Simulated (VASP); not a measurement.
Wanted: the native input for a VASP 6.6.1 run.

```
Task                   : single point
Functional             : LDA
Potentials or basis    : VASP PAW LDA potentials, release 64 (Ga_d, N)
Cutoff                 : 520 eV
k mesh                 : 8 × 6 × 6
Occupations            : gaussian, width 0.05 eV
Spin                   : no spin polarisation
Dipole correction      : no
Further INCAR settings : ALGO = Normal; EDIFF = 1e-07; NBANDS = 46
```

The structure of GaN lies in POSCAR:

```
GaN
1.0
   -3.1515767111      0.0000000000      0.0000000000
    0.0000000000      0.0000000000     -5.1382481593
    0.0000000000     -5.4586909876      0.0000000000
Ga N
4 4
Direct
    0.5000000000      0.0010150958      0.1764551864
    0.0000000000     -0.0067284123      0.6568843366
    0.0000000000      0.4932715877      0.3431156634
    0.5000000000      0.5010150958      0.8235448136
    0.5000000000      0.6402123685      0.1681014125
    0.0000000000      0.6438057352      0.6652699862
    0.0000000000      0.1438057352      0.3347300138
    0.5000000000      0.1402123685      0.8318985875
```

This cell differs from its parent crystal: atoms displaced along several vibrational modes.

One way to write it, as run:

INCAR

```
PREC = Accurate
ENCUT = 520
EDIFF = 1E-7
ISMEAR = 0
SIGMA = 0.05
LREAL = F
LASPH = T
NELM = 80
ALGO = Normal
ISIF = 2
LWAVE = F
LCHARG = F
NBANDS = 46
```

KPOINTS

```
Automatic mesh
0
Gamma
  8 6 6
```

Potentials or basis: VASP PAW LDA potentials, release 64 (Ga_d, N).

The run is started by

```bash
$ cat potpaw_LDA.64/Ga_d/POTCAR potpaw_LDA.64/N/POTCAR > POTCAR
$ mpirun -np 1 vasp_std > vasp.out
```

It gave:

```yaml
Pressure: 3.0 GPa
Largest_force: 2.886 eV/Å
Band_gap_on_the_k_mesh: 1.96 eV
```

Caveat: the cell differs from its parent crystal (atoms displaced along several vibrational modes); the stress differs along the axes, from -3 to 15 GPa; forces of over 1 eV/Å act on the atoms, so gaps and moduli don't describe the material at rest.

It took 14 min on 1 thread of Intel Xeon 8259CL, with other jobs on the host, peak memory 0.33 GiB.
